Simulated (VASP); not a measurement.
# Be2ZnSe3 (I-4m2) in VASP: density of states with PBE

Aim: the density of states of Be2ZnSe3 with PBE.

Everything below comes from runs of VASP 6.6.1. Logs are shortened: lines on timing, memory, paths and dates and some standing lists are left out, and cuts for length are marked.

**1. The cell of the first run**

Symmetry: I-4m2, No. 119, tetragonal system. The conventional cell has a = 3.774 Å, b = 3.774 Å, c = 16.257 Å, α = 90.00°, β = 90.00°, γ = 90.00°. Within 3.0 Å of Be (site symmetry 2mm) lie 4 Se at 2.26 to 2.27 Å. Within 3.2 Å of Zn (site symmetry -4m2) lie 4 Se at 2.44 Å. Within 3.0 Å of Se (site symmetry 2mm) lie 2 Be at 2.26 Å and 2 Zn at 2.44 Å. Se (site symmetry -4m2) has 4 Be at 2.27 Å within 3.0 Å.

**2. Density of states, PBE**

POSCAR

```
Be2ZnSe3
1.0
   -1.8871845406      1.8871845406      8.1287059405
    1.8871845406     -1.8871845406      8.1287059405
    1.8871845406      1.8871845406     -8.1287059405
Be Zn Se
2 1 3
Direct
    0.8279989960      0.8279989960      0.0000000000
    0.1720010040      0.1720010040      0.0000000000
    0.5000000000      0.5000000000      0.0000000000
    0.4045472051      0.9045472051      0.5000000000
    0.0954527949      0.5954527949      0.5000000000
    0.7500000000      0.2500000000      0.5000000000
```

INCAR.step1

```
PREC = Accurate
ENCUT = 520
EDIFF = 1E-6
ISMEAR = 0
SIGMA = 0.02
LREAL = False
LASPH = True
NELM = 60
ALGO = Normal
ISIF = 2
LWAVE = False
LCHARG = True
GGA = PE
NBANDS = 26
```

KPOINTS.step1

```
Automatic mesh
0
Gamma
  8 8 8
```

INCAR.step2

```
PREC = Accurate
ENCUT = 520
EDIFF = 1E-6
ISMEAR = -5
SIGMA = 0.02
LREAL = False
LASPH = True
NELM = 60
ALGO = Normal
ISIF = 2
LWAVE = False
LCHARG = False
GGA = PE
LORBIT = 10
NEDOS = 1001
ICHARG = 11
```

KPOINTS.step2

```
Automatic mesh
0
Gamma
  12 12 12
```

Potentials or basis: VASP PAW PBE potentials, release 64 (Be, Zn, Se).

On the command line:

```sh
$ cat potpaw_PBE.64/Be/POTCAR potpaw_PBE.64/Zn/POTCAR potpaw_PBE.64/Se/POTCAR > POTCAR
$ cp INCAR.step1 INCAR
$ cp KPOINTS.step1 KPOINTS
$ mpirun -np 1 vasp_std > vasp.out
$ cp INCAR.step2 INCAR
$ cp KPOINTS.step2 KPOINTS
$ mpirun -np 1 vasp_std > vasp.out
```

OUTCAR:

```text
PREC = Accurate
   ENCUT = 520
   EDIFF = 1E-6
   ISMEAR = -5
   LREAL = False
   LASPH = True
   NELM = 60
   ISIF = 2
   GGA = PE
   LORBIT = 10
   ICHARG = 11

 ion  position               nearest neighbor table
   1  0.828  0.828  0.000-   4 2.26   4 2.26   6 2.27   6 2.27
   2  0.172  0.172  0.000-   5 2.26   5 2.26   6 2.27   6 2.27
   3  0.500  0.500  0.000-   5 2.44   4 2.44   5 2.44   4 2.44
   4  0.405  0.905  0.500-   1 2.26   1 2.26   3 2.44   3 2.44
   5  0.095  0.595  0.500-   2 2.26   2 2.26   3 2.44   3 2.44
   6  0.750  0.250  0.500-   1 2.27   2 2.27   1 2.27   2 2.27

  LATTYP: Found a body centered tetragonal cell.
 ALAT       =     3.7743690812
 C/A-ratio  =     4.3073190595

  Lattice vectors:

 A1 = (  -1.8871845406,   1.8871845406,   8.1287059405)
 A2 = (   1.8871845406,  -1.8871845406,   8.1287059405)
 A3 = (   1.8871845406,   1.8871845406,  -8.1287059405)

Analysis of symmetry for initial positions (statically):
=====================================================================
 Subroutine PRICEL returns:
 Original cell was already a primitive cell.

 Routine SETGRP: Setting up the symmetry group for a
 body centered tetragonal supercell.

 Subroutine GETGRP returns: Found  8 space group operations
 (whereof  8 operations were pure point group operations)
 out of a pool of 16 trial point group operations.

The static configuration has the point symmetry D_2d.

Analysis of symmetry for dynamics (positions and initial velocities):
=====================================================================
 Subroutine PRICEL returns:
 Original cell was already a primitive cell.

 Routine SETGRP: Setting up the symmetry group for a
 body centered tetragonal supercell.

 Subroutine GETGRP returns: Found  8 space group operations
 (whereof  8 operations were pure point group operations)
 out of a pool of 16 trial point group operations.

The dynamic configuration has the point symmetry D_2d.

 Subroutine INISYM returns: Found  8 space group operations
 (whereof  8 operations are pure point group operations),
 and found     1 'primitive' translations

----------------------------------------------------------------------------------------

                                     Primitive cell

  volume of cell :     115.8004

  direct lattice vectors                    reciprocal lattice vectors
    -1.887184541  1.887184541  8.128705940     0.000000000  0.264944943  0.061510406
     1.887184541 -1.887184541  8.128705940     0.264944943  0.000000000  0.061510406
     1.887184541  1.887184541 -8.128705940     0.264944943  0.264944943  0.000000000

  length of vectors
     8.555629214  8.555629214  8.555629214     0.271991457  0.271991457  0.374688731

  position of ions in fractional coordinates (direct lattice)
     0.827998996  0.827998996  0.000000000
     0.172001004  0.172001004  0.000000000
     0.500000000  0.500000000  0.000000000
     0.404547205  0.904547205  0.500000000
     0.095452795  0.595452795  0.500000000
     0.750000000  0.250000000  0.500000000

  ion indices of the primitive-cell ions
   primitive index   ion index
                 1           1
                 2           2
                 3           3
                 4           4
                 5           5
                 6           6

----------------------------------------------------------------------------------------

 KPOINTS: Automatic mesh

Automatic generation of k-mesh.
 Grid dimensions read from file:
 generate k-points for:   12   12   12

 Generating k-lattice:

  Cartesian coordinates                     Fractional coordinates (reciprocal lattice)
     0.000000000  0.022078745  0.005125867     0.083333333  0.000000000  0.000000000
     0.022078745  0.000000000  0.005125867     0.000000000  0.083333333  0.000000000
     0.022078745  0.022078745  0.000000000     0.000000000  0.000000000  0.083333333

  Length of vectors
     0.022665955  0.022665955  0.031224061

  Shift w.r.t. Gamma in fractional coordinates (k-lattice)
     0.000000000  0.000000000  0.000000000

 TETIRR: Found   2206 inequivalent tetrahedra from    10368

 Subroutine IBZKPT returns following result:
 ===========================================

 Found    163 irreducible k-points:

 Following reciprocal coordinates:
            Coordinates               Weight
  0.000000  0.000000  0.000000      1.000000
  0.083333 -0.000000  0.000000      8.000000
  0.166667 -0.000000  0.000000      8.000000
  0.250000 -0.000000  0.000000      8.000000
  0.333333 -0.000000  0.000000      8.000000
  0.416667 -0.000000  0.000000      8.000000
[... 16 lines left out ...]
  0.500000  0.166667  0.000000     16.000000
 -0.416667  0.166667  0.000000     16.000000
 [... further k-points ...]
   k-points           NKPTS =    163   k-points in BZ     NKDIM =    163   number of bands    NBANDS=     21
   number of dos      NEDOS =   1001   number of ions     NIONS =      6
   total plane-waves  NPLWV = 262144
   dimension x,y,z NGX =    64 NGY =   64 NGZ =   64
   dimension x,y,z NGXF=   128 NGYF=  128 NGZF=  128
   ions per type =               2   1   3
   NGX,Y,Z   is equivalent  to a cutoff of  12.44, 12.44, 12.44 a.u.
   NGXF,Y,Z  is equivalent  to a cutoff of  24.87, 24.87, 24.87 a.u.
 SYSTEM =  unknown system
   PREC   = accura    normal or accurate (medium, high low for compatibility)
   ISTART =      0    job   : 0-new  1-cont  2-samecut
   ICHARG =     11    charge: 1-file 2-atom 10-const
   ISPIN  =      1    spin polarized calculation?
   LNONCOLLINEAR =      F non collinear calculations
   LSORBIT =      F    spin-orbit coupling
   LASPH  =      T    aspherical Exc in radial PAW
   ENCUT  =  520.0 eV  38.22 Ry    6.18 a.u.  15.91 15.91 15.91*2*pi/ulx,y,z
   NELM   =     60;   NELMIN=  2; NELMDL=  0     # of ELM steps
   EDIFF  = 0.1E-05   stopping-criterion for ELM
   LREAL  =      F    real-space projection
   EDIFFG = 0.1E-04   stopping-criterion for IOM
   NSW    =      0    number of steps for IOM
   IBRION =     -1    ionic relax: 0-MD 1-quasi-New 2-CG
   NFREE  =      0    steps in history (QN), initial steepest desc. (CG)
   ISIF   =      2    stress and relaxation
   ISYM   =      2    0-nonsym 1-usesym 2-fastsym
   POTIM  = 0.5000    time-step for ionic-motion
   TEBEG  =    0.0;   TEEND  =   0.0 temperature during run
   PSTRESS=    0.0 pullay stress
   NELECT =      34.0000    total number of electrons
   NUPDOWN=      -1.0000    fix difference up-down
   EMIN   =  10.00;   EMAX   =-10.00  energy-range for DOS
   EFERMI =   0.00;   METHOD = LEGACY
   ISMEAR =    -5;   SIGMA  =   0.02  broadening in eV -4-tet -1-fermi 0-gaus
   EFERMI_NEDOS =   21; number of points for ismear=-14 and -15
   IALGO  =     38    algorithm
   IMIX   =      4    mixing-type and parameters
     AMIX     =   0.40;   BMIX     =  1.00
     AMIX_MAG =   1.60;   BMIX_MAG =  1.00
  volume/ion in A,a.u.               =      19.30       130.24
  Fermi-wavevector in a.u.,A,eV,Ry     =   1.088089  2.056190 16.108450  1.183938
  Thomas-Fermi vector in A             =   2.224263
   LORBIT       =     10    0 simple, 1 ext, 2 COOP (PROOUT), +10 PAW based schemes
   GGA     = PE    functional components
   LHFCALC =     F    Hartree Fock is set to
   AEXX    =    0.0000 exact exchange contribution
   IVDW    =     0    specifies the selected vdW correction
   LEPSILON=     F    determine dielectric tensor
   LRPA    =     F    only Hartree local field effects (RPA)
 non-spin polarized calculation
 Fermi weights with tetrahedron method with Bloechl corrections
  energy-cutoff  :      520.00
  volume of cell :      115.80
 maximum number of plane-waves:      3140

 number of electron      34.0000001 magnetization

 Free energy of the ion-electron system (eV)
  ---------------------------------------------------
  ext. energy  EPLUGINS =         0.00000000
  ---------------------------------------------------
  free energy    TOTEN  =       -23.58475634 eV

  energy without entropy =      -23.58475634  energy(sigma->0) =      -23.58475634

 E-fermi :   2.6269     XC(G=0):  -9.3235

 val. band max:        2.6187830522   @ k =   0.0000   0.0000   0.0000
 cond. band min:       5.2636391872   @ k =   0.5000   0.5000   0.5000
 fundamental gap:      2.6448561350
 Fermi energy:         2.6268790584

 k-point     1 :       0.0000    0.0000    0.0000
  band No.  band energies     occupation
      1     -10.9666      2.00000
      2     -10.0722      2.00000
      3      -9.7797      2.00000
      4      -3.8753      2.00000
      5      -3.8097      2.00000
      6      -3.8097      2.00000
[... 13 lines left out ...]
     20       6.1023      0.00000
     21       6.9789      0.00000

 k-point     2 :       0.0833   -0.0000    0.0000
  band No.  band energies     occupation
      1     -10.9251      2.00000
      2     -10.0647      2.00000
      3      -9.7557      2.00000
      4      -3.8644      2.00000
      5      -3.8100      2.00000
      6      -3.8078      2.00000
[... 13 lines left out ...]
     20       6.2900      0.00000
     21       7.1511      0.00000

 k-point     3 :       0.1667   -0.0000    0.0000
  band No.  band energies     occupation
      1     -10.8043      2.00000
      2     -10.0387      2.00000
      3      -9.6998      2.00000
      4      -3.8434      2.00000
      5      -3.8024      2.00000
      6      -3.7994      2.00000
[... 13 lines left out ...]
     20       6.6698      0.00000
     21       7.6631      0.00000
[... 457 lines left out ...]
 k-point    23 :       0.5000    0.1667    0.0000
  band No.  band energies     occupation
      1      -9.8275      2.00000
      2      -9.7955      2.00000
      3      -9.7664      2.00000
      4      -3.8100      2.00000
      5      -3.7501      2.00000
      6      -3.7129      2.00000
[... 13 lines left out ...]
     20       7.5806      0.00000
     21       8.1880      0.00000

 k-point    24 :      -0.4167    0.1667    0.0000
  band No.  band energies     occupation
      1     -10.0273      2.00000
      2      -9.7800      2.00000
      3      -9.6634      2.00000
      4      -3.8134      2.00000
      5      -3.7549      2.00000
      6      -3.6907      2.00000
[... 13 lines left out ...]
     20       7.5570      0.00000
     21       8.3354      0.00000

 [... further k-points ...]
[... 5 lines left out ...]
  --------------------------------------------------------------------------------------
  -------------------------------------------------------------------------------------
  Total        0.1366345      0.1366345      0.1322241      0.0000000      0.0000000     -0.0000000
  in kB        1.8904312      1.8904312      1.8294097      0.0000000      0.0000000     -0.0000000
  external PRESSURE =       1.8700907 kB  Pullay stress =       0.0000000 kB

 VOLUME and BASIS-vectors are now :
 -----------------------------------------------------------------------------
  energy-cutoff  :      520.00
  volume of cell :      115.80
      direct lattice vectors                 reciprocal lattice vectors
    -1.887184541  1.887184541  8.128705940     0.000000000  0.264944943  0.061510406
     1.887184541 -1.887184541  8.128705940     0.264944943  0.000000000  0.061510406
     1.887184541  1.887184541 -8.128705940     0.264944943  0.264944943  0.000000000

 POSITION                                       TOTAL-FORCE (eV/Angst)
 -----------------------------------------------------------------------------------
      0.00000      0.00000     13.46112        -0.000000      0.000000     -0.000175
      0.00000      0.00000      2.79629        -0.000000      0.000000      0.000175
      0.00000      0.00000      8.12871        -0.000000      0.000000      0.000000
      1.88718      0.00000      6.57689         0.000000     -0.000000     -0.019078
      1.88718      0.00000      1.55182         0.000000     -0.000000      0.019078
     -0.00000      1.88718      4.06435        -0.000000      0.000000      0.000000
 -----------------------------------------------------------------------------------
    total drift:                               -0.000000      0.000000      0.000000

  FREE ENERGIE OF THE ION-ELECTRON SYSTEM (eV)
  ---------------------------------------------------
  free  energy   TOTEN  =       -23.5847563408 eV

  energy  without entropy=      -23.5847563408  energy(sigma->0) =      -23.58475634

 total charge

# of ion       s       p       d       tot
------------------------------------------
    1        0.366   0.557   0.000   0.922
    2        0.366   0.557   0.000   0.922
    3        0.539   0.463   9.786  10.788
    4        1.430   2.470   0.030   3.930
    5        1.430   2.470   0.030   3.930
    6        1.426   2.486   0.028   3.939
--------------------------------------------------
tot          5.555   9.003   9.874  24.432
```

Run time: 15 min. Hardware: 1 thread of AMD EPYC 9R45 (Zen 5), shared host; peak memory 0.81 GiB.

What came out:

- Valence electrons inside the program's atomic spheres: Be 0.92; Zn 10.79; Se 3.93, 3.94

Levels at points of the mesh, in eV from the valence-band top:
| k point | band 15 | band 16 | band 17 | band 18 | band 19 | band 20 |
| --- | --- | --- | --- | --- | --- | --- |
| (0.00, 0.00, 0.00) | -0.26 | 0.00 | 0.00 | 2.67 | 2.92 | 3.48 |
| (0.50, 0.00, 0.00) | -1.45 | -1.09 | -0.46 | 3.26 | 4.35 | 4.51 |
| (0.50, 0.50, 0.00) | -2.88 | -2.47 | -2.45 | 2.68 | 3.45 | 4.39 |
| (0.50, 0.50, 0.50) | -1.23 | -0.51 | -0.51 | 2.64 | 3.76 | 4.03 |
